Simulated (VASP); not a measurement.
# Ca2P: relaxation of cell and atoms with PBE

The system is Ca2P.

```
Ca P
1.0
     0.00000    3.30443    3.30443
     3.30443    0.00000    3.30443
     3.30443    3.30443    0.00000
Ca P
2 1
Direct
  0.25000 0.25000 0.25000
  0.75000 0.75000 0.75000
  0.50000 0.50000 0.50000
```

The cell was built from a structure type or drawn by symmetry, and may not be a known phase.

```yaml
Program: VASP 6.6.1
Task: relaxation of cell and atoms
Functional: PBE
Potentials_or_basis: VASP PAW PBE potentials, release 64 (Ca_sv, P)
Cutoff: 600 eV
k_mesh: 4 × 4 × 4
Occupations: gaussian, width 0.1 eV
Spin: no spin polarisation
Dipole_correction: no
Further_INCAR_settings: ALGO = Normal; EDIFF = 1e-06; IBRION = 2; EDIFFG = -0.04; NSW = 90; ISIF = 3
```

The relaxed volume is 26.69 Å³/atom, the relaxed cell is a = 4.838 Å, b = 4.838 Å, c = 4.838 Å, α = 60.00°, β = 60.00°, γ = 60.00° and the space group after relaxing (to 0.1 Å) is Fm-3m (No. 225). The energy gained by relaxing is 44.1 meV/atom. The ionic steps are 3 and the pressure after relaxing is 0.0 GPa. The band gap on the k mesh is zero (an odd number of electrons rules out a gap without spin polarisation).

Step by step:
```
step  energy change (eV)  largest force (eV/Å)  pressure (GPa)  volume (Å³)
   1              0.0000                0.0000            5.72        72.16
   2             -0.1286                0.0000           -0.81        81.52
   3             -0.1323                0.0000            0.00        80.06
```

Final structure:
```xyz
3
Lattice="0.0000 3.4208 3.4208 3.4208 0.0000 3.4208 3.4208 3.4208 0.0000" Properties=species:S:1:pos:R:3 pbc="T T T"
Ca    1.7104    1.7104    1.7104
Ca    5.1311    5.1311    5.1311
P     3.4208    3.4208    3.4208
```

Levels at points of the mesh, in eV from the Fermi level:
| k point | band 10 | band 11 | band 12 | band 13 | band 14 | band 15 |
| --- | --- | --- | --- | --- | --- | --- |
| (0.00, 0.00, 0.00) | -2.84 | -2.84 | -2.84 | -0.37 | 0.63 | 0.63 |
| (0.50, 0.00, 0.00) | -3.87 | -2.54 | -2.54 | 1.35 | 1.35 | 1.51 |
| (0.50, 0.50, 0.00) | -3.99 | -2.41 | -2.41 | -0.77 | 0.65 | 1.53 |

Wall time 94 s on 1 thread of Intel Xeon 8259CL (shared host), peak memory 0.24 GiB.

Caveat: the k points lie up to 0.40 Å⁻¹ apart in the final cell, too coarse for converged energies and pressures of a metal.
